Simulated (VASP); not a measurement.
# Si (Fd-3m) in VASP: a series of runs, part 2 of 2

VASP 6.6.1. The steps go on from the part before.

## Step 3: Single point, PBEsol

The input, INCAR:

```
SYSTEM = Si
PREC     = Accurate       ! precision mode
ENCUT    = 520            ! plane-wave cutoff, eV
EDIFF    = 1E-7           ! SCF threshold, eV
ISMEAR   = 0              ! smearing method
SIGMA    = 0.02           ! smearing width, eV
LREAL    = .False.        ! projectors in reciprocal space
LASPH    = .True.         ! aspherical terms in the spheres
NELM     = 100            ! most SCF steps
ALGO     = Normal         ! electronic algorithm
ISIF     = 2              ! what is computed and relaxed
LWAVE    = .False.        ! write WAVECAR
LCHARG   = .True.         ! write CHGCAR
GGA      = PS             ! functional
LELF     = .True.         ! ELF
LVHAR    = .True.       
NBANDS   = 11             ! bands
```

The input, KPOINTS:

```
regular mesh
0
Gamma
  12 12 12
  0 0 0
```

The input, POSCAR:

```
Si
1.0
    0.0000000000      2.7169171022      2.7169171022
    2.7169171022      0.0000000000      2.7169171022
    2.7169171022      2.7169171022      0.0000000000
Si
2
Direct
    0.7500000000      0.7500000000      0.7500000000
    0.5000000000      0.5000000000      0.5000000000
```

Potentials or basis: VASP PAW PBE potentials, release 64 (Si).

Command:

```
$ cat potpaw_PBE.64/Si/POTCAR > POTCAR
$ mpirun -np 1 vasp_std > vasp.out
```

OUTCAR:

```text
SYSTEM = Si
   PREC = Accurate
   ENCUT = 520
   EDIFF = 1E-7
   ISMEAR = 0
   LREAL = .False.
   LASPH = .True.
   NELM = 100
   ISIF = 2
   GGA = PS

 ion  position               nearest neighbor table
   1  0.750  0.750  0.750-   2 2.35   2 2.35   2 2.35   2 2.35
   2  0.500  0.500  0.500-   1 2.35   1 2.35   1 2.35   1 2.35

  LATTYP: Found a face centered cubic cell.
 ALAT       =     5.4338342044

  Lattice vectors:

 A1 = (   0.0000000000,   2.7169171022,   2.7169171022)
 A2 = (   2.7169171022,   0.0000000000,   2.7169171022)
 A3 = (   2.7169171022,   2.7169171022,   0.0000000000)

Analysis of symmetry for initial positions (statically):
=====================================================================
 Subroutine PRICEL returns:
 Original cell was already a primitive cell.

 Routine SETGRP: Setting up the symmetry group for a
 face centered cubic supercell.

 Subroutine GETGRP returns: Found 48 space group operations
 (whereof 24 operations were pure point group operations)
 out of a pool of 48 trial point group operations.

The static configuration has the point symmetry T_d .
 The point group associated with its full space group is O_h .

Analysis of symmetry for dynamics (positions and initial velocities):
=====================================================================
 Subroutine PRICEL returns:
 Original cell was already a primitive cell.

 Routine SETGRP: Setting up the symmetry group for a
 face centered cubic supercell.

 Subroutine GETGRP returns: Found 48 space group operations
 (whereof 24 operations were pure point group operations)
 out of a pool of 48 trial point group operations.

The dynamic configuration has the point symmetry T_d .
 The point group associated with its full space group is O_h .

 Subroutine INISYM returns: Found 48 space group operations
 (whereof 24 operations are pure point group operations),
 and found     1 'primitive' translations

----------------------------------------------------------------------------------------

                                     Primitive cell

  volume of cell :      40.1106

  direct lattice vectors                    reciprocal lattice vectors
     0.000000000  2.716917102  2.716917102    -0.184032115  0.184032115  0.184032115
     2.716917102  0.000000000  2.716917102     0.184032115 -0.184032115  0.184032115
     2.716917102  2.716917102  0.000000000     0.184032115  0.184032115 -0.184032115

  length of vectors
     3.842301014  3.842301014  3.842301014     0.318752973  0.318752973  0.318752973

  position of ions in fractional coordinates (direct lattice)
     0.750000000  0.750000000  0.750000000
     0.500000000  0.500000000  0.500000000

  ion indices of the primitive-cell ions
   primitive index   ion index
                 1           1
                 2           2

----------------------------------------------------------------------------------------

 KPOINTS: regular mesh

Automatic generation of k-mesh.
 Grid dimensions read from file:
 generate k-points for:   12   12   12

 Generating k-lattice:

  Cartesian coordinates                     Fractional coordinates (reciprocal lattice)
    -0.015336010  0.015336010  0.015336010     0.083333333  0.000000000  0.000000000
     0.015336010 -0.015336010  0.015336010     0.000000000  0.083333333  0.000000000
     0.015336010  0.015336010 -0.015336010     0.000000000  0.000000000  0.083333333

  Length of vectors
     0.026562748  0.026562748  0.026562748

  Shift w.r.t. Gamma in fractional coordinates (k-lattice)
     0.000000000  0.000000000  0.000000000

 Subroutine IBZKPT returns following result:
 ===========================================

 Found     72 irreducible k-points:

 Following reciprocal coordinates:
            Coordinates               Weight
  0.000000  0.000000  0.000000      1.000000
  0.083333  0.000000  0.000000      8.000000
  0.166667  0.000000  0.000000      8.000000
  0.250000  0.000000  0.000000      8.000000
  0.333333  0.000000  0.000000      8.000000
  0.416667  0.000000  0.000000      8.000000
[... 16 lines left out ...]
  0.500000  0.166667  0.000000     24.000000
 -0.416667  0.166667  0.000000     24.000000
 [... further k-points ...]
   k-points           NKPTS =     72   k-points in BZ     NKDIM =     72   number of bands    NBANDS=     11
   number of dos      NEDOS =    301   number of ions     NIONS =      2
   total plane-waves  NPLWV =  27000
   dimension x,y,z NGX =    30 NGY =   30 NGZ =   30
   dimension x,y,z NGXF=    60 NGYF=   60 NGZF=   60
   ions per type =               2
   NGX,Y,Z   is equivalent  to a cutoff of  12.98, 12.98, 12.98 a.u.
   NGXF,Y,Z  is equivalent  to a cutoff of  25.96, 25.96, 25.96 a.u.
 SYSTEM =  Si
   PREC   = accura    normal or accurate (medium, high low for compatibility)
   ISTART =      0    job   : 0-new  1-cont  2-samecut
   ICHARG =      2    charge: 1-file 2-atom 10-const
   ISPIN  =      1    spin polarized calculation?
   LNONCOLLINEAR =      F non collinear calculations
   LSORBIT =      F    spin-orbit coupling
   LASPH  =      T    aspherical Exc in radial PAW
   ENCUT  =  520.0 eV  38.22 Ry    6.18 a.u.   7.14  7.14  7.14*2*pi/ulx,y,z
   NELM   =    100;   NELMIN=  2; NELMDL= -5     # of ELM steps
   EDIFF  = 0.1E-06   stopping-criterion for ELM
   LREAL  =      F    real-space projection
   EDIFFG = 0.1E-05   stopping-criterion for IOM
   NSW    =      0    number of steps for IOM
   IBRION =     -1    ionic relax: 0-MD 1-quasi-New 2-CG
   NFREE  =      0    steps in history (QN), initial steepest desc. (CG)
   ISIF   =      2    stress and relaxation
   ISYM   =      2    0-nonsym 1-usesym 2-fastsym
   POTIM  = 0.5000    time-step for ionic-motion
   TEBEG  =    0.0;   TEEND  =   0.0 temperature during run
   PSTRESS=    0.0 pullay stress
   NELECT =       8.0000    total number of electrons
   NUPDOWN=      -1.0000    fix difference up-down
   EMIN   =  10.00;   EMAX   =-10.00  energy-range for DOS
   EFERMI =   0.00;   METHOD = LEGACY
   ISMEAR =     0;   SIGMA  =   0.02  broadening in eV -4-tet -1-fermi 0-gaus
   EFERMI_NEDOS =   21; number of points for ismear=-14 and -15
   IALGO  =     38    algorithm
   IMIX   =      4    mixing-type and parameters
     AMIX     =   0.40;   BMIX     =  1.00
     AMIX_MAG =   1.60;   BMIX_MAG =  1.00
  volume/ion in A,a.u.               =      20.06       135.34
  Fermi-wavevector in a.u.,A,eV,Ry     =   0.956500  1.807523 12.447872  0.914893
  Thomas-Fermi vector in A             =   2.085434
   LORBIT       =      0    0 simple, 1 ext, 2 COOP (PROOUT), +10 PAW based schemes
   GGA     = PS    functional components
   LHFCALC =     F    Hartree Fock is set to
   AEXX    =    0.0000 exact exchange contribution
   IVDW    =     0    specifies the selected vdW correction
   LEPSILON=     F    determine dielectric tensor
   LRPA    =     F    only Hartree local field effects (RPA)
 non-spin polarized calculation
 Gauss-broadening in eV      SIGMA  =   0.02
  energy-cutoff  :      520.00
  volume of cell :       40.11
 maximum number of plane-waves:      1106
 NGX is ok and might be reduce to    30
   NGX = 15   NGY = 15   NGZ = 15

 number of electron       8.0000001 magnetization

 Free energy of the ion-electron system (eV)
  ---------------------------------------------------
  ext. energy  EPLUGINS =         0.00000000
  ---------------------------------------------------
  free energy    TOTEN  =       -11.49324598 eV

  energy without entropy =      -11.49324598  energy(sigma->0) =      -11.49324598

 E-fermi :   5.9320     XC(G=0):  -9.5470

 val. band max:        5.7723613839   @ k =   0.0000   0.0000   0.0000
 cond. band min:       6.2319726709   @ k =   0.4167   0.4167   0.0000
 fundamental gap:      0.4596112870
 Fermi energy:         5.9320033730

 k-point     1 :       0.0000    0.0000    0.0000
  band No.  band energies     occupation
      1      -6.2060      2.00000
      2       5.7724      2.00000
      3       5.7724      2.00000
      4       5.7724      2.00000
      5       8.2891      0.00000
      6       8.2891      0.00000
      7       8.2891      0.00000
      8       9.0769      0.00000
      9      13.4599      0.00000
     10      13.4599      0.00000
     11      13.4761      0.00000
[... 309 lines left out ...]
 k-point    24 :      -0.4167    0.1667    0.0000
  band No.  band energies     occupation
      1      -3.5872      2.00000
      2      -1.0221      2.00000
      3       2.7518      2.00000
      4       4.1714      2.00000
      5       7.8718      0.00000
      6       9.7665      0.00000
      7      10.1077      0.00000
      8      13.6596      0.00000
      9      14.2176      0.00000
     10      14.4964      0.00000
     11      16.7844      0.00000

 [... further k-points ...]
[... 5 lines left out ...]
  --------------------------------------------------------------------------------------
  -------------------------------------------------------------------------------------
  Total        0.0238594      0.0238594      0.0238594      0.0000000     -0.0000000     -0.0000000
  in kB        0.9530377      0.9530377      0.9530377      0.0000000     -0.0000000     -0.0000000
  external PRESSURE =       0.9530377 kB  Pullay stress =       0.0000000 kB

 VOLUME and BASIS-vectors are now :
 -----------------------------------------------------------------------------
  energy-cutoff  :      520.00
  volume of cell :       40.11
      direct lattice vectors                 reciprocal lattice vectors
     0.000000000  2.716917102  2.716917102    -0.184032115  0.184032115  0.184032115
     2.716917102  0.000000000  2.716917102     0.184032115 -0.184032115  0.184032115
     2.716917102  2.716917102  0.000000000     0.184032115  0.184032115 -0.184032115

 POSITION                                       TOTAL-FORCE (eV/Angst)
 -----------------------------------------------------------------------------------
      4.07538      4.07538      4.07538        -0.000000     -0.000000     -0.000000
      2.71692      2.71692      2.71692         0.000000      0.000000      0.000000
 -----------------------------------------------------------------------------------
    total drift:                                0.000000     -0.000000     -0.000000

  FREE ENERGIE OF THE ION-ELECTRON SYSTEM (eV)
  ---------------------------------------------------
  free  energy   TOTEN  =       -11.4932459825 eV

  energy  without entropy=      -11.4932459825  energy(sigma->0) =      -11.49324598
```

Run time: 20 s. Hardware: 1 thread of AMD EPYC 7R13 (Zen 3), shared host; peak memory 0.14 GiB.

Results:

* Free energy: -11.4932 eV
* Pressure: 0.1 GPa
* Band gap on the k mesh: 0.46 eV, indirect (least direct gap 2.52 eV)

Caveat: the PAW data sets were made with another functional, which shifts forces and pressure a little.

## Step 4: Relaxation of cell and atoms, PBEsol

This run uses another cell than the first one, of 20.16 Å³/atom, 1.005 times its volume.

The input, INCAR:

```
SYSTEM = Si
  PREC = Accurate
  ENCUT = 600
  EDIFF = 1E-6
  ISMEAR = 0
  SIGMA = 0.02
  LREAL = .FALSE.
  LASPH = .TRUE.
  NELM = 100
  ALGO = Normal
  ISIF = 3
  LWAVE = .FALSE.
  LCHARG = .FALSE.
  GGA = PS
  IBRION = 2
  NSW = 100
  EDIFFG = -0.005
```

The input, KPOINTS:

```
Automatic mesh
0
G
  8 8 8
  0 0 0
```

The input, POSCAR:

```
Si
1.0
    0.0000000000      2.7218511900      2.7218511900
    2.7218511900      0.0000000000      2.7218511900
    2.7218511900      2.7218511900      0.0000000000
Si
2
Direct
    0.7500000000      0.7500000000      0.7500000000
    0.5000000000      0.5000000000      0.5000000000
```

Command:

```
$ cat potpaw_PBE.64/Si/POTCAR > POTCAR
$ mpirun -np 1 vasp_std > vasp.out
```

It took 12 s on 1 thread of AMD EPYC 7R13 (Zen 3), shared host; peak memory 0.14 GiB.

The run converged. Its results:

```yaml
Free_energy: -11.4891 eV
Relaxed_volume: 20.08 Å³/atom
Relaxed_cell: a = 3.844 Å, b = 3.844 Å, c = 3.844 Å, α = 60.00°, β = 60.00°, γ = 60.00°
Space_group_after_relaxing_to_0.05_Å: Fd-3m (No. 227)
Energy_gained_by_relaxing: 0.1 meV/atom
Ionic_steps: 3
Pressure_after_relaxing: 0.0 GPa
Band_gap_on_the_k_mesh: 0.51 eV, indirect (least direct gap 2.52 eV)
```

The path:
```
step  energy change (eV)  largest force (eV/Å)  pressure (GPa)  volume (Å³)
   1              0.0000                0.0000           -0.39        40.33
   2             -0.0001                0.0000            0.27        40.04
   3             -0.0002                0.0000            0.01        40.16
```

Final structure:
```
Si
1.0
     0.00000    2.71793    2.71793
     2.71793    0.00000    2.71793
     2.71793    2.71793    0.00000
Si
2
Cartesian
  4.0769 4.0769 4.0769
  2.7179 2.7179 2.7179
```

Levels at points of the mesh, in eV from the valence-band top:
```tsv
k point	band 2	band 3	band 4	band 5	band 6	band 7
(0.00, 0.00, 0.00)	0.00	0.00	0.00	2.52	2.52	2.52
(0.50, 0.00, 0.00)	-7.00	-1.20	-1.20	1.46	3.27	3.27
(0.50, 0.50, 0.00)	-7.82	-2.87	-2.87	0.59	0.59	10.04
```

Caveat: the PAW data sets were made with another functional, which shifts forces and pressure a little.

## Step 5: Relaxation of cell and atoms, PBEsol

The input, INCAR:

```
ALGO = Normal
EDIFF = 1E-6
EDIFFG = -0.005
ENCUT = 600
GGA = PS
IBRION = 2
ISIF = 3
ISMEAR = 0
LASPH = T
LCHARG = F
LREAL = F
LWAVE = F
NELM = 80
NSW = 100
PREC = Accurate
SIGMA = 0.02
```

The input, KPOINTS:

```
k-points
0
Gamma
  12 12 12
```

The input, POSCAR:

```
Si
1.0
    0.0000000000      2.7169171022      2.7169171022
    2.7169171022      0.0000000000      2.7169171022
    2.7169171022      2.7169171022      0.0000000000
Si
2
Direct
    0.7500000000      0.7500000000      0.7500000000
    0.5000000000      0.5000000000      0.5000000000
```

Command:

```
$ cat potpaw_PBE.64/Si/POTCAR > POTCAR
$ mpirun -np 1 vasp_std > vasp.out
```

It took 26 s on 1 thread of AMD EPYC 7R13 (Zen 3), shared host; peak memory 0.15 GiB.

The run converged. Its results:

```
Free energy                            : -11.4932 eV
Relaxed volume                         : 20.08 Å³/atom
Relaxed cell                           : a = 3.844 Å, b = 3.844 Å, c = 3.844 Å, α = 60.00°, β = 60.00°, γ = 60.00°
Space group after relaxing (to 0.05 Å) : Fd-3m (No. 227)
Energy gained by relaxing              : 0.0 meV/atom
Ionic steps                            : 3
Pressure after relaxing                : 0.0 GPa
Band gap on the k mesh                 : 0.46 eV, indirect (least direct gap 2.52 eV)
```

Final structure:
```
Si
1.0
     0.00000    2.71791    2.71791
     2.71791    0.00000    2.71791
     2.71791    2.71791    0.00000
Si
2
Direct
  0.75000 0.75000 0.75000
  0.50000 0.50000 0.50000
```

Levels at points of the mesh, in eV from the valence-band top:
```
           k point  band 2  band 3  band 4  band 5  band 6  band 7
(0.00, 0.00, 0.00)    0.00    0.00    0.00    2.52    2.52    2.52
(0.50, 0.00, 0.00)   -7.00   -1.20   -1.20    1.46    3.27    3.27
(0.50, 0.50, 0.00)   -7.82   -2.87   -2.87    0.60    0.60   10.04
```

Caveat: the PAW data sets were made with another functional, which shifts forces and pressure a little. A k mesh can miss the band edges.

## Step 6: The runs side by side

| task | cell | k mesh | cutoff (eV) | gap on the mesh (eV) | pressure (GPa) | relaxed volume (Å³/atom) |
| --- | --- | --- | --- | --- | --- | --- |
| single point | a = 3.842 Å, angles 60.0°, 2 atoms | 8 × 8 × 8 | 520 | 0.51 | 0.1 | - |
| single point | a = 3.842 Å, angles 60.0°, 2 atoms | 12 × 12 × 12 | 520 | 0.46 | 0.1 | - |
| relaxation of cell and atoms | relaxed from a = 3.849 Å, angles 60.0°, 2 atoms | 8 × 8 × 8 | 600 | 0.51 | 0.0 | 20.08 |
| relaxation of cell and atoms | relaxed from a = 3.842 Å, angles 60.0°, 2 atoms | 12 × 12 × 12 | 600 | 0.46 | 0.0 | 20.08 |

Alike in all rows: level PBEsol; potentials or basis VASP PAW PBE potentials, release 64 (Si); no spin polarisation; smearing gaussian 0.02 eV.

Caveats: the PAW data sets were made with another functional, which shifts forces and pressure a little.

Absolute energies hang on the potentials; compare differences alone.
